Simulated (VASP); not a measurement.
A run of VASP 6.6.1 is set up as follows.

The input INCAR:

```
  PREC = Accurate
  ENCUT = 400
  EDIFF = 1E-8
  ISMEAR = -1
  SIGMA = 0.03
  LREAL = False
  LASPH = True
  NELM = 120
  ALGO = Normal
  ISIF = 2
  LWAVE = False
  LCHARG = False
  GGA = PS
  LEFG = True
  NBANDS = 12
  GGA_COMPAT = False
```

File KPOINTS:

```
regular mesh
0
Gamma
  15 15 15
```

POSCAR

```
Ag
1.0
    0.0000000000      2.0431000000      2.0839620000
    2.0431000000      0.0000000000      2.0839620000
    2.0431000000      2.0431000000      0.0000000000
Ag
1
Direct
    0.0000000000      0.0000000000      0.0000000000
```

Potentials or basis: VASP PAW PBE potentials, release 64 (Ag).

Command:

```console
$ cat potpaw_PBE.64/Ag/POTCAR > POTCAR
$ mpirun -np 1 vasp_std > vasp.out
```

Predict the pressure.

-5.1 GPa.

Stress tensor (GPa, compression positive):
```
-5.07  0.00  0.00
 0.00 -5.07  0.00
 0.00  0.00 -5.19
```

Caveat: the cell differs from its parent crystal (zz strain of +2 %); without QUAD_EFG the Cq values of the log hold for a quadrupole moment of 1 mb, not for the nuclei; the PAW data sets were made with another functional, which shifts forces and pressure a little.
